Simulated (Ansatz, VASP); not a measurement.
**BP: VASP beside Ansatz**

```
B P
1.0
     0.00000    2.24504    2.24504
     2.24504    0.00000    2.24504
     2.24504    2.24504    0.00000
B P
1 1
Direct
  0.00000 0.00000 0.00000
  0.25000 0.25000 0.25000
```

Change from the starting cell: volume scaled by 1, crystal datasets.

Alike in both runs: task single point; functional LDA; k mesh 15 × 15 × 15; occupations fermi-dirac, width 0.08 eV; no spin polarisation.

|  | VASP | Ansatz |
| --- | --- | --- |
| version | VASP 6.6.1 | Ansatz 0.2.0 |
| potentials or method | VASP PAW LDA potentials, release 64 (B, P), cutoff 500 eV | all-electron PAW with datasets made for the crystal, scalar-relativistic |

Ansatz gave:

```
pressure (GPa) : 0.0
```

Estimate VASP's values.

pressure (GPa): -0.1.

LDA's correlation is that of Perdew and Zunger in VASP and of Perdew and Wang (1992) in Ansatz. Ansatz ran all-electron here, and VASP with PAW potentials.
